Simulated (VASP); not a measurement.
# CaSe (Fm-3m) in VASP: notebook, part 2 of 2

VASP 6.6.1. The steps go on from the part before.

## Step 3: Single point, PBEsol (volume scaled by 0.980)

INCAR

```
ALGO = Normal
EDIFF = 1E-6
ENCUT = 520
GGA = PS
ISIF = 2
ISMEAR = 0
LASPH = T
LCHARG = F
LREAL = F
LWAVE = F
NBANDS = 15
NELM = 60
PREC = Accurate
SIGMA = 0.05
```

KPOINTS

```
k-points
0
Gamma
  10 10 10
```

POSCAR

```
CaSe
1.0
    0.0000000000      2.9145717282      2.9145717282
    2.9145717282      0.0000000000      2.9145717282
    2.9145717282      2.9145717282      0.0000000000
Ca Se
1 1
Direct
    0.5000000000      0.5000000000      0.5000000000
    0.0000000000      0.0000000000      0.0000000000
```

Potentials or basis: VASP PAW PBE potentials, release 64 (Ca_sv, Se).

Launch:

```console
> cat potpaw_PBE.64/Ca_sv/POTCAR potpaw_PBE.64/Se/POTCAR > POTCAR
> mpirun -np 1 vasp_std > vasp.out
```

OUTCAR:

```text
EDIFF = 1E-6
   ENCUT = 520
   GGA = PS
   ISIF = 2
   ISMEAR = 0
   LASPH = T
   LREAL = F
   NELM = 60
   PREC = Accurate

 ion  position               nearest neighbor table
   1  0.500  0.500  0.500-   2 2.91   2 2.91   2 2.91   2 2.91   2 2.91   2 2.91
   2  0.000  0.000  0.000-   1 2.91   1 2.91   1 2.91   1 2.91   1 2.91   1 2.91

  LATTYP: Found a face centered cubic cell.
 ALAT       =     5.8291434564

  Lattice vectors:

 A1 = (   0.0000000000,   2.9145717282,   2.9145717282)
 A2 = (   2.9145717282,   0.0000000000,   2.9145717282)
 A3 = (   2.9145717282,   2.9145717282,   0.0000000000)

Analysis of symmetry for initial positions (statically):
=====================================================================
 Subroutine PRICEL returns:
 Original cell was already a primitive cell.

 Routine SETGRP: Setting up the symmetry group for a
 face centered cubic supercell.

 Subroutine GETGRP returns: Found 48 space group operations
 (whereof 48 operations were pure point group operations)
 out of a pool of 48 trial point group operations.

The static configuration has the point symmetry O_h .

Analysis of symmetry for dynamics (positions and initial velocities):
=====================================================================
 Subroutine PRICEL returns:
 Original cell was already a primitive cell.

 Routine SETGRP: Setting up the symmetry group for a
 face centered cubic supercell.

 Subroutine GETGRP returns: Found 48 space group operations
 (whereof 48 operations were pure point group operations)
 out of a pool of 48 trial point group operations.

The dynamic configuration has the point symmetry O_h .

 Subroutine INISYM returns: Found 48 space group operations
 (whereof 48 operations are pure point group operations),
 and found     1 'primitive' translations

----------------------------------------------------------------------------------------

                                     Primitive cell

[... 114 lines left out ...]
   LORBIT       =      0    0 simple, 1 ext, 2 COOP (PROOUT), +10 PAW based schemes
   GGA     = PS    functional components
   LHFCALC =     F    Hartree Fock is set to
   AEXX    =    0.0000 exact exchange contribution
   IVDW    =     0    specifies the selected vdW correction
   LEPSILON=     F    determine dielectric tensor
   LRPA    =     F    only Hartree local field effects (RPA)
 non-spin polarized calculation
 Gauss-broadening in eV      SIGMA  =   0.05
  energy-cutoff  :      520.00
  volume of cell :       49.52
 maximum number of plane-waves:      1363
   NGX = 15   NGY = 15   NGZ = 15

 number of electron      16.0000003 magnetization

 Free energy of the ion-electron system (eV)
  ---------------------------------------------------
  ext. energy  EPLUGINS =         0.00000000
  ---------------------------------------------------
  free energy    TOTEN  =       -10.06915780 eV

  energy without entropy =      -10.06915780  energy(sigma->0) =      -10.06915780

 E-fermi :   2.8964     XC(G=0):  -9.5157

 val. band max:        2.6545567295   @ k =   0.0000   0.0000   0.0000
 cond. band min:       4.4659489663   @ k =   0.5000   0.5000   0.0000
 fundamental gap:      1.8113922368
 Fermi energy:         2.8963616403

 k-point     1 :       0.0000    0.0000    0.0000
  band No.  band energies     occupation
      1     -36.7569      2.00000
      2     -17.8406      2.00000
      3     -17.8406      2.00000
      4     -17.8406      2.00000
      5      -9.3293      2.00000
      6       2.6546      2.00000
      7       2.6546      2.00000
      8       2.6546      2.00000
      9       6.0773      0.00000
     10       6.2781      0.00000
     11       6.2781      0.00000
     12       6.2781      0.00000
     13       6.9250      0.00000
     14       6.9250      0.00000
[... 401 lines left out ...]
      2     -17.9330      2.00000
      3     -17.8755      2.00000
      4     -17.8718      2.00000
      5      -8.7335      2.00000
      6      -0.0127      2.00000
      7       1.5368      2.00000
      8       1.7221      2.00000
      9       5.0273      0.00000
     10       7.7345      0.00000
     11       7.9537      0.00000
     12       8.6535      0.00000
     13       8.6598      0.00000
     14       9.6903      0.00000
     15      12.0013      0.00000

 [... further k-points ...]
[... 5 lines left out ...]
  --------------------------------------------------------------------------------------
  -------------------------------------------------------------------------------------
  Total        0.4072640      0.4072640      0.4072640     -0.0000000      0.0000000      0.0000000
  in kB       13.1774811     13.1774811     13.1774811     -0.0000000      0.0000000      0.0000000
  external PRESSURE =      13.1774811 kB  Pullay stress =       0.0000000 kB

 VOLUME and BASIS-vectors are now :
 -----------------------------------------------------------------------------
  energy-cutoff  :      520.00
  volume of cell :       49.52
      direct lattice vectors                 reciprocal lattice vectors
     0.000000000  2.914571728  2.914571728    -0.171551791  0.171551791  0.171551791
     2.914571728  0.000000000  2.914571728     0.171551791 -0.171551791  0.171551791
     2.914571728  2.914571728  0.000000000     0.171551791  0.171551791 -0.171551791

 POSITION                                       TOTAL-FORCE (eV/Angst)
 -----------------------------------------------------------------------------------
      2.91457      2.91457      2.91457         0.000000      0.000000      0.000000
      0.00000      0.00000      0.00000        -0.000000     -0.000000     -0.000000
 -----------------------------------------------------------------------------------
    total drift:                                0.000000     -0.000000      0.000000

  FREE ENERGIE OF THE ION-ELECTRON SYSTEM (eV)
  ---------------------------------------------------
  free  energy   TOTEN  =       -10.0691578044 eV

  energy  without entropy=      -10.0691578044  energy(sigma->0) =      -10.06915780
```

OSZICAR:

```text
N       E                     dE             d eps       ncg     rms          rms(c)
DAV:   1     0.103452124113E+03    0.10345E+03   -0.77296E+03  1410   0.987E+02
DAV:   2    -0.448277361514E+01   -0.10793E+03   -0.10295E+03  1746   0.256E+02
DAV:   3    -0.101636494774E+02   -0.56809E+01   -0.56394E+01  2643   0.476E+01
DAV:   4    -0.102150359586E+02   -0.51386E-01   -0.51365E-01  1579   0.427E+00
DAV:   5    -0.102155549130E+02   -0.51895E-03   -0.51894E-03  1965   0.402E-01    0.426E+00
DAV:   6    -0.100860276172E+02    0.12953E+00   -0.14797E-01  1697   0.217E+00    0.252E+00
DAV:   7    -0.100685676023E+02    0.17460E-01   -0.78371E-02  1828   0.190E+00    0.711E-01
DAV:   8    -0.100690594039E+02   -0.49180E-03   -0.84517E-03  1634   0.731E-01    0.934E-02
DAV:   9    -0.100691339367E+02   -0.74533E-04   -0.50202E-04  1904   0.232E-01    0.397E-02
DAV:  10    -0.100691536151E+02   -0.19678E-04   -0.87495E-05  1564   0.650E-02    0.130E-02
DAV:  11    -0.100691583858E+02   -0.47707E-05   -0.19578E-05  1795   0.426E-02    0.682E-03
DAV:  12    -0.100691578044E+02    0.58140E-06   -0.12123E-06  1216   0.936E-03
   1 F= -.10069158E+02 E0= -.10069158E+02  d E =-.589248E-14
```

Wall time 24 s (1 thread of Intel Xeon Platinum 8259CL at 2.50GHz (Skylake/Cascade Lake), shared host); peak memory 0.19 GiB.

Results:

```yaml
Free_energy: -10.0692 eV
Pressure: 1.3 GPa
Band_gap_on_the_k_mesh: 1.81 eV, indirect (least direct gap 2.80 eV)
```

Levels at points of the mesh, in eV from the valence-band top:
| k point | band 4 | band 5 | band 6 | band 7 | band 8 | band 9 | band 10 | band 11 | band 12 | band 13 |
| --- | --- | --- | --- | --- | --- | --- | --- | --- | --- | --- |
| (0.00, 0.00, 0.00) | -20.50 | -11.98 | 0.00 | 0.00 | 0.00 | 3.42 | 3.62 | 3.62 | 3.62 | 4.27 |
| (0.50, 0.00, 0.00) | -20.50 | -11.18 | -3.51 | -1.31 | -1.31 | 4.45 | 5.56 | 5.59 | 5.59 | 7.80 |
| (0.50, 0.50, 0.00) | -20.54 | -11.35 | -2.67 | -0.99 | -0.99 | 1.81 | 5.11 | 5.13 | 6.18 | 6.18 |

Caveat: the PAW data sets were made with another functional, which shifts forces and pressure a little.
